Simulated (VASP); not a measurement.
Wanted: the native input for a VASP 6.6.1 run.

| Property | Result |
| --- | --- |
| Task | single point |
| Functional | PBEsol |
| Dispersion | D3(BJ) |
| Potentials or basis | VASP PAW PBE potentials, release 64 (Ag) |
| Cutoff | 520 eV |
| k mesh | 11 × 11 × 3 |
| Occupations | fermi-dirac, width 0.05 eV |
| Spin | no spin polarisation |
| Dipole correction | no |
| Further INCAR settings | ALGO = Fast; EDIFF = 1e-06; NBANDS = 30 |

The structure of Ag lies in POSCAR:

```
Ag
1.0
    2.8127381591      0.0000000000      0.0000000000
   -1.4063690795      2.4359026999      0.0000000000
    0.0000000000      0.0000000000      9.2978199553
Ag
4
Direct
    0.0000000000      0.0000000000      0.5000000000
    0.0000000000      0.0000000000      0.0000000000
    0.6666666667      0.3333333333      0.7500000000
    0.3333333333      0.6666666667      0.2500000000
```

This isn't the form of Ag at room conditions, which is fcc.

One way to write it, as run:

INCAR

```
SYSTEM = Ag
ALGO = Fast
EDIFF = 1E-6
ENCUT = 520
GGA = PS
ISIF = 2
ISMEAR = -1
IVDW = 12
LASPH = .True.
LCHARG = .False.
LREAL = .False.
LWAVE = .False.
NBANDS = 30
NELM = 80
PREC = Accurate
SIGMA = 0.05
```

KPOINTS

```
k-points
0
Gamma
  11 11 3
  0 0 0
```

Potentials or basis: VASP PAW PBE potentials, release 64 (Ag).

Command:

```bash
$ cat potpaw_PBE.64/Ag/POTCAR > POTCAR
$ mpirun -np 1 vasp_std > vasp.out
```

Results of the run:

The pressure is -0.3 GPa, the band gap on the k mesh is zero (bands 22 and 23 overlap by 5.96 eV) and the dispersion energy per atom is -0.585 eV.

Caveat: the PAW data sets were made with another functional, which shifts forces and pressure a little.

It took 48 s on 1 thread of Intel(R) Xeon(R) Platinum 8488C (Sapphire Rapids) (shared host), peak memory 0.21 GiB.
